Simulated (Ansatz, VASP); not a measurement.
I: VASP beside Ansatz

```
I
1.0
     0.00000    2.36560    3.90984
     2.19225    0.00000    3.90984
     2.19225    2.36560    0.00000
I
1
Direct
  0.00000 0.00000 0.00000
```

Alike in both runs: task relaxation of cell and atoms; functional PBE; k mesh 9 × 9 × 9; occupations fermi-dirac, width 0.05 eV; no spin polarisation.

|  | VASP | Ansatz |
| --- | --- | --- |
| version | VASP 6.6.1 | Ansatz 0.2.0 |
| potentials or method | VASP PAW PBE potentials, release 64 (I), cutoff 600 eV | all-electron LAPW, scalar-relativistic |

```tsv
	VASP	Ansatz	Ansatz less VASP
gap on the k mesh at the Fermi level, each at its own relaxed structure (eV)	none	none	-
relaxed volume (Å³/atom)	47.83	48.37	+0.533
relaxed cell length with the largest relative difference (Å)	5.112	5.157	+0.0449
```

A gap of «none» marks a metal or a gap that the smearing closes. Ansatz ran all-electron here, and VASP with PAW potentials.

Spin-orbit coupling is off throughout. Noted on VASP's run: the volume moved by over 15 % at a fixed basis, so the end points are rough. Noted on Ansatz's run: the volume moved by over 15 % at a fixed basis, so the end points are rough.
